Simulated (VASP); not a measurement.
Crystal: SbMo2.

```
Sb Mo
1.0
     4.81566    0.00000    0.00000
    -2.40783    4.17049    0.00000
     0.00000    0.00000    2.95200
Sb Mo
1 2
Direct
  0.00000 0.00000 0.00000
  0.33333 0.66667 0.50000
  0.66667 0.33333 0.50000
```

- Program: VASP 6.6.1
- Task: relaxation of cell and atoms
- Functional: PBE
- Potentials or basis: VASP PAW PBE potentials, release 64 (Sb, Mo_sv)
- Cutoff: 600 eV
- k mesh: 6 × 6 × 6
- Occupations: gaussian, width 0.1 eV
- Spin: no spin polarisation

At the start: pressure -11.0 GPa; volume 19.76 Å³/atom.

**Question.** How do energy, volume and symmetry change on relaxing?

**Answer.** Over 8 steps the energy falls by 179.2 meV/atom and the volume is 18.58 Å³/atom (-6.0 %); space group P6/mmm (No. 191, to 0.1 Å) before and after.

Step by step:
```
step  energy change (eV)  largest force (eV/Å)  pressure (GPa)  volume (Å³)
   1              0.0000                0.0000          -11.02        59.29
   2              0.0631                0.0000           26.11        48.28
   3             -0.2859                0.0000            2.66        53.55
   4             -0.4667                0.0000            4.80        53.47
   5             -0.4797                0.0000            7.94        53.29
   6             -0.4890                0.0000            6.72        53.37
   7             -0.4652                0.0000           -6.62        58.90
   8             -0.5376                0.0000            0.00        55.75
```

Final structure:
```cif
data_structure
_symmetry_space_group_name_H-M 'P 1'
_symmetry_Int_Tables_number 1
_cell_length_a 4.4563
_cell_length_b 4.4563
_cell_length_c 3.2419
_cell_angle_alpha 90.000
_cell_angle_beta 90.000
_cell_angle_gamma 120.000
_cell_volume 55.75
loop_
_atom_site_label
_atom_site_type_symbol
_atom_site_fract_x
_atom_site_fract_y
_atom_site_fract_z
_atom_site_occupancy
Sb1 Sb 0.00000 0.00000 0.00000 1
Mo1 Mo 0.33333 0.66667 0.50000 1
Mo2 Mo 0.66667 0.33333 0.50000 1
```
